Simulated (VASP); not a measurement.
# K2H3Au in VASP: single point with PBEsol

Aim: the single point of K2H3Au with PBEsol.

Everything below comes from runs of VASP 6.6.1. Logs are shortened: lines on timing, memory, paths and dates and some standing lists are left out, and cuts for length are marked.

**1. The cell of the first run**

The typed cell holds 6 atoms: a = 3.644 Å, b = 3.945 Å, c = 8.102 Å, α = 90.00°, β = 90.00°, γ = 117.31°.

**2. Single point, PBEsol**

The input, INCAR:

```
SYSTEM = K2H3Au
ALGO     = Normal         ! electronic algorithm
EDIFF    = 1E-7           ! SCF threshold, eV
ENCUT    = 520            ! plane-wave cutoff, eV
GGA      = PS             ! functional
ISIF     = 2              ! what is computed and relaxed
ISMEAR   = -1             ! smearing method
LASPH    = .TRUE.         ! aspherical terms in the spheres
LCHARG   = .TRUE.         ! write CHGCAR
LELF     = .TRUE.         ! ELF
LREAL    = .FALSE.        ! projectors in reciprocal space
LVHAR    = .TRUE.       
LWAVE    = .FALSE.        ! write WAVECAR
NBANDS   = 25             ! bands
NELM     = 60             ! most SCF steps
PREC     = Accurate       ! precision mode
SIGMA    = 0.05           ! smearing width, eV
```

The input, KPOINTS:

```
k-points
0
G
  6 6 2
  0 0 0
```

The input, POSCAR:

```
K2H3Au
1.0
    3.6436289216      0.0078393369     -0.0001202509
   -1.8177411428      3.5016408673      0.0021411107
    0.0003047653     -0.0043760414      8.1020890609
K H Au
2 3 1
Direct
    0.7101896738      0.3878282500      0.8045191696
    0.7102255862      0.3878373172      0.1926572724
   -0.0885691119     -0.2052723182      0.4985853988
    0.0131188878     -0.0094016800     -0.0014087525
    0.4075238460      0.7856816306      0.9985922100
    0.4043600683      0.7805388725      0.4985968989
```

Potentials or basis: VASP PAW PBE potentials, release 64 (K_sv, H, Au).

Launch:

```console
cat potpaw_PBE.64/K_sv/POTCAR potpaw_PBE.64/H/POTCAR potpaw_PBE.64/Au/POTCAR > POTCAR
mpirun -np 1 vasp_std > vasp.out
```

OUTCAR:

```text
SYSTEM = K2H3Au
   EDIFF = 1E-7
   ENCUT = 520
   GGA = PS
   ISIF = 2
   ISMEAR = -1
   LASPH = .TRUE.
   LREAL = .FALSE.
   NELM = 60
   PREC = Accurate

 ion  position               nearest neighbor table
   1  0.710  0.388  0.805-   2 3.14   6 3.27   6 3.37   6 3.37
   2  0.710  0.388  0.193-   1 3.14   6 3.27   6 3.37   6 3.37
   3  0.911  0.795  0.499-   6 1.82   6 1.82
   4  0.013  0.991  0.999-
   5  0.408  0.786  0.999-
   6  0.404  0.781  0.499-   3 1.82   3 1.82   2 3.27   1 3.27   1 3.37   2 3.37   1 3.37   2 3.37

  LATTYP: Found a triclinic cell.
 ALAT       =    12.9449309382
 B/A-ratio  =     0.3047784516
 C/A-ratio  =     0.6258890285
 COS(alpha) =     0.0000459921
 COS(beta)  =     0.6259160921
 COS(gamma) =     0.7387310276

  Lattice vectors:

 A1 = (   7.2788064419,  -6.9910663563,  -8.1064915332)
 A2 = (   1.8177411428,  -3.5016408673,  -0.0021411107)
 A3 = (  -0.0003047653,   0.0043760414,  -8.1020890609)

Analysis of symmetry for initial positions (statically):
=====================================================================
 Subroutine PRICEL returns:
 Original cell was already a primitive cell.

 Routine SETGRP: Setting up the symmetry group for a
 triclinic supercell.

 Subroutine GETGRP returns: Found  1 space group operations
 (whereof  1 operations were pure point group operations)
 out of a pool of  2 trial point group operations.

The static configuration has the point symmetry C_1 .

Analysis of symmetry for dynamics (positions and initial velocities):
=====================================================================
 Subroutine PRICEL returns:
 Original cell was already a primitive cell.

 Routine SETGRP: Setting up the symmetry group for a
 triclinic supercell.

 Subroutine GETGRP returns: Found  1 space group operations
 (whereof  1 operations were pure point group operations)
 out of a pool of  2 trial point group operations.

The dynamic configuration has the point symmetry C_1 .

 Subroutine INISYM returns: Found  1 space group operations
 (whereof  1 operations are pure point group operations),
 and found     1 'primitive' translations

----------------------------------------------------------------------------------------

                                     Primitive cell

  volume of cell :     103.4874

  direct lattice vectors                    reciprocal lattice vectors
     3.643628922  0.007839337 -0.000120251     0.274145474  0.142311957  0.000066552
    -1.817741143  3.501640867  0.002141111    -0.000613741  0.285261706  0.000154097
     0.000304765 -0.004376041  8.102089061     0.000004231 -0.000073273  0.123424918

  length of vectors
     3.643637357  3.945336007  8.102090248     0.308882564  0.285262408  0.123424940

  position of ions in fractional coordinates (direct lattice)
     0.710189674  0.387828250  0.804519170
     0.710225586  0.387837317  0.192657272
     0.911430888  0.794727682  0.498585399
     0.013118888  0.990598320  0.998591248
     0.407523846  0.785681631  0.998592210
     0.404360068  0.780538873  0.498596899

  ion indices of the primitive-cell ions
   primitive index   ion index
                 1           1
                 2           2
                 3           3
                 4           4
                 5           5
                 6           6

----------------------------------------------------------------------------------------

 KPOINTS: k-points

Automatic generation of k-mesh.
 Grid dimensions read from file:
 generate k-points for:    6    6    2

 Generating k-lattice:

  Cartesian coordinates                     Fractional coordinates (reciprocal lattice)
     0.045690912  0.023718659  0.000011092     0.166666667  0.000000000  0.000000000
    -0.000102290  0.047543618  0.000025683    -0.000000000  0.166666667 -0.000000000
     0.000002116 -0.000036636  0.061712459     0.000000000  0.000000000  0.500000000

  Length of vectors
     0.051480427  0.047543735  0.061712470

  Shift w.r.t. Gamma in fractional coordinates (k-lattice)
     0.000000000  0.000000000  0.000000000

 Subroutine IBZKPT returns following result:
 ===========================================

 Found     40 irreducible k-points:

 Following reciprocal coordinates:
            Coordinates               Weight
  0.000000  0.000000  0.000000      1.000000
  0.166667  0.000000  0.000000      2.000000
  0.333333  0.000000  0.000000      2.000000
  0.500000  0.000000  0.000000      1.000000
 -0.000000  0.166667  0.000000      2.000000
  0.166667  0.166667  0.000000      2.000000
[... 16 lines left out ...]
  0.333333 -0.000000  0.500000      2.000000
  0.500000  0.000000  0.500000      1.000000
 [... further k-points ...]
   k-points           NKPTS =     40   k-points in BZ     NKDIM =     40   number of bands    NBANDS=     25
   number of dos      NEDOS =    301   number of ions     NIONS =      6
   total plane-waves  NPLWV =  50400
   dimension x,y,z NGX =    28 NGY =   30 NGZ =   60
   dimension x,y,z NGXF=    56 NGYF=   60 NGZF=  120
   ions per type =               2   3   1
   NGX,Y,Z   is equivalent  to a cutoff of  12.78, 12.64, 12.31 a.u.
   NGXF,Y,Z  is equivalent  to a cutoff of  25.55, 25.28, 24.62 a.u.
 SYSTEM =  K2H3Au
   PREC   = accura    normal or accurate (medium, high low for compatibility)
   ISTART =      0    job   : 0-new  1-cont  2-samecut
   ICHARG =      2    charge: 1-file 2-atom 10-const
   ISPIN  =      1    spin polarized calculation?
   LNONCOLLINEAR =      F non collinear calculations
   LSORBIT =      F    spin-orbit coupling
   LASPH  =      T    aspherical Exc in radial PAW
   ENCUT  =  520.0 eV  38.22 Ry    6.18 a.u.   6.77  7.34 15.06*2*pi/ulx,y,z
   NELM   =     60;   NELMIN=  2; NELMDL= -5     # of ELM steps
   EDIFF  = 0.1E-06   stopping-criterion for ELM
   LREAL  =      F    real-space projection
   EDIFFG = 0.1E-05   stopping-criterion for IOM
   NSW    =      0    number of steps for IOM
   IBRION =     -1    ionic relax: 0-MD 1-quasi-New 2-CG
   NFREE  =      0    steps in history (QN), initial steepest desc. (CG)
   ISIF   =      2    stress and relaxation
   ISYM   =      2    0-nonsym 1-usesym 2-fastsym
   POTIM  = 0.5000    time-step for ionic-motion
   TEBEG  =    0.0;   TEEND  =   0.0 temperature during run
   PSTRESS=    0.0 pullay stress
   NELECT =      32.0000    total number of electrons
   NUPDOWN=      -1.0000    fix difference up-down
   EMIN   =  10.00;   EMAX   =-10.00  energy-range for DOS
   EFERMI =   0.00;   METHOD = LEGACY
   ISMEAR =    -1;   SIGMA  =   0.05  broadening in eV -4-tet -1-fermi 0-gaus
   EFERMI_NEDOS =   21; number of points for ismear=-14 and -15
   IALGO  =     38    algorithm
   IMIX   =      4    mixing-type and parameters
     AMIX     =   0.40;   BMIX     =  1.00
     AMIX_MAG =   1.60;   BMIX_MAG =  1.00
  volume/ion in A,a.u.               =      17.25       116.39
  Fermi-wavevector in a.u.,A,eV,Ry     =   1.107037  2.091997 16.674370  1.225532
  Thomas-Fermi vector in A             =   2.243546
   LORBIT       =      0    0 simple, 1 ext, 2 COOP (PROOUT), +10 PAW based schemes
   GGA     = PS    functional components
   LHFCALC =     F    Hartree Fock is set to
   AEXX    =    0.0000 exact exchange contribution
   IVDW    =     0    specifies the selected vdW correction
   LEPSILON=     F    determine dielectric tensor
   LRPA    =     F    only Hartree local field effects (RPA)
 non-spin polarized calculation
  energy-cutoff  :      520.00
  volume of cell :      103.49
 maximum number of plane-waves:      2812
   NGX = 13   NGY = 15   NGZ = 31

 number of electron      31.9999999 magnetization

 Free energy of the ion-electron system (eV)
  ---------------------------------------------------
  ext. energy  EPLUGINS =         0.00000000
  ---------------------------------------------------
  free energy    TOTEN  =       -15.25193466 eV

  energy without entropy =      -15.24886306  energy(sigma->0) =      -15.25039886

 E-fermi :   1.8434     XC(G=0):  -8.7857

 val. band max:        1.7665847371   @ k =  -0.0000   0.5000   0.5000
 cond. band min:       1.9916423915   @ k =   0.3333  -0.0000   0.5000
 fundamental gap:      0.2250576544
 Fermi energy:         1.8434435186

 k-point     1 :       0.0000    0.0000    0.0000
  band No.  band energies     occupation
      1     -28.6480      2.00000
      2     -28.5695      2.00000
      3     -12.6147      2.00000
      4     -12.0752      2.00000
      5     -12.0219      2.00000
      6     -12.0015      2.00000
[... 17 lines left out ...]
     24       9.0425      0.00000
     25       9.0623      0.00000

 k-point     2 :       0.1667    0.0000    0.0000
  band No.  band energies     occupation
      1     -28.6354      2.00000
      2     -28.5580      2.00000
      3     -12.5778      2.00000
      4     -12.1619      2.00000
      5     -12.0885      2.00000
      6     -12.0734      2.00000
[... 17 lines left out ...]
     24       8.3907      0.00000
     25       8.7292      0.00000

 k-point     3 :       0.3333    0.0000    0.0000
  band No.  band energies     occupation
      1     -28.6100      2.00000
      2     -28.5348      2.00000
      3     -12.5051      2.00000
      4     -12.4030      2.00000
      5     -12.2837      2.00000
      6     -12.1361      2.00000
[... 17 lines left out ...]
     24       8.4466      0.00000
     25       9.5222      0.00000

 k-point     4 :       0.5000    0.0000    0.0000
  band No.  band energies     occupation
      1     -28.5973      2.00000
      2     -28.5231      2.00000
      3     -12.5219      2.00000
      4     -12.4649      2.00000
      5     -12.3858      2.00000
      6     -12.1584      2.00000
[... 17 lines left out ...]
     24       8.9283      0.00000
     25       9.7087      0.00000

 k-point     5 :      -0.0000    0.1667    0.0000
  band No.  band energies     occupation
      1     -28.6404      2.00000
      2     -28.5628      2.00000
      3     -12.5847      2.00000
      4     -12.1789      2.00000
      5     -12.0804      2.00000
      6     -12.0355      2.00000
[... 17 lines left out ...]
     24       8.5121      0.00000
     25       8.5336      0.00000

 k-point     6 :       0.1667    0.1667    0.0000
  band No.  band energies     occupation
      1     -28.6240      2.00000
      2     -28.5480      2.00000
      3     -12.5329      2.00000
      4     -12.2889      2.00000
      5     -12.1679      2.00000
      6     -12.1306      2.00000
[... 17 lines left out ...]
     24       8.8992      0.00000
     25       9.3200      0.00000
[... 393 lines left out ...]
 k-point    21 :       0.0000    0.0000    0.5000
  band No.  band energies     occupation
      1     -28.6471      2.00000
      2     -28.5704      2.00000
      3     -12.5708      2.00000
      4     -12.0749      2.00000
      5     -12.0210      2.00000
      6     -12.0127      2.00000
[... 17 lines left out ...]
     24       8.4025      0.00000
     25       8.7859      0.00000

 k-point    22 :       0.1667   -0.0000    0.5000
  band No.  band energies     occupation
      1     -28.6346      2.00000
      2     -28.5587      2.00000
      3     -12.5421      2.00000
      4     -12.1573      2.00000
      5     -12.0884      2.00000
      6     -12.0802      2.00000
[... 17 lines left out ...]
     24       8.5386      0.00000
     25       8.6405      0.00000

 k-point    23 :       0.3333   -0.0000    0.5000
  band No.  band energies     occupation
      1     -28.6095      2.00000
      2     -28.5353      2.00000
      3     -12.4857      2.00000
      4     -12.3929      2.00000
      5     -12.2910      2.00000
      6     -12.1364      2.00000
[... 17 lines left out ...]
     24       7.9599      0.00000
     25       9.3336      0.00000

 k-point    24 :       0.5000    0.0000    0.5000
  band No.  band energies     occupation
      1     -28.5969      2.00000
      2     -28.5235      2.00000
      3     -12.5143      2.00000
      4     -12.4487      2.00000
      5     -12.3935      2.00000
      6     -12.1589      2.00000
[... 17 lines left out ...]
     24       8.1641      0.00000
     25       9.9310      0.00000

 [... further k-points ...]

------------------------ aborting loop because EDIFF is reached ----------------------------------------

  FORCE on cell =-STRESS in cart. coord.  units (eV):
  Direction    XX          YY          ZZ          XY          YZ          ZX
  --------------------------------------------------------------------------------------
  -------------------------------------------------------------------------------------
  Total        0.0062147      0.0092548      0.0138812     -0.0030153     -0.0006597     -0.0000696
  in kB        0.0962150      0.1432809      0.2149071     -0.0466818     -0.0102129     -0.0010771
  external PRESSURE =       0.1514677 kB  Pullay stress =       0.0000000 kB

 VOLUME and BASIS-vectors are now :
 -----------------------------------------------------------------------------
  energy-cutoff  :      520.00
  volume of cell :      103.49
      direct lattice vectors                 reciprocal lattice vectors
     3.643628922  0.007839337 -0.000120251     0.274145474  0.142311957  0.000066552
    -1.817741143  3.501640867  0.002141111    -0.000613741  0.285261706  0.000154097
     0.000304765 -0.004376041  8.102089061     0.000004231 -0.000073273  0.123424918

 POSITION                                       TOTAL-FORCE (eV/Angst)
 -----------------------------------------------------------------------------------
      1.88294      1.36008      6.51903        -0.000040     -0.000177     -0.004731
      1.88287      1.36279      1.56167        -0.000091     -0.000280      0.004962
      1.87646      2.78781      4.04118        -0.000048      0.001786      0.000125
     -1.75255      3.46445      8.09279        -0.000527      0.001303     -0.000029
      0.05700      2.75000      8.09232         0.000566     -0.001040     -0.000016
      0.05467      2.73415      4.04130         0.000139     -0.001594     -0.000310
 -----------------------------------------------------------------------------------
    total drift:                               -0.000039     -0.000200     -0.000233

  FREE ENERGIE OF THE ION-ELECTRON SYSTEM (eV)
  ---------------------------------------------------
  free  energy   TOTEN  =       -15.2519346648 eV

  energy  without entropy=      -15.2488630575  energy(sigma->0) =      -15.25039886
```

Run time: 93 s. Hardware: 1 thread of Intel Xeon Platinum 8259CL at 2.50GHz (Skylake/Cascade Lake), shared host; peak memory 0.27 GiB.

What came out:

```
Free energy            : -15.2519 eV
Pressure               : 0.0 GPa
Largest force          : 0.005 eV/Å
Band gap on the k mesh : zero (bands 16 and 17 overlap by 3.07 eV)
```

Forces on the atoms (eV/Å):
```
K    0.000  0.000 -0.005
K    0.000  0.000  0.005
H    0.000  0.002  0.000
H   -0.001  0.001  0.000
H    0.001 -0.001  0.000
Au   0.000 -0.002  0.000
```

Caveat: the k points lie up to 0.39 Å⁻¹ apart, too coarse for converged energies and pressures of a metal; the PAW data sets were made with another functional, which shifts forces and pressure a little; spin-orbit coupling is left out, which moves the levels of the heavy elements.
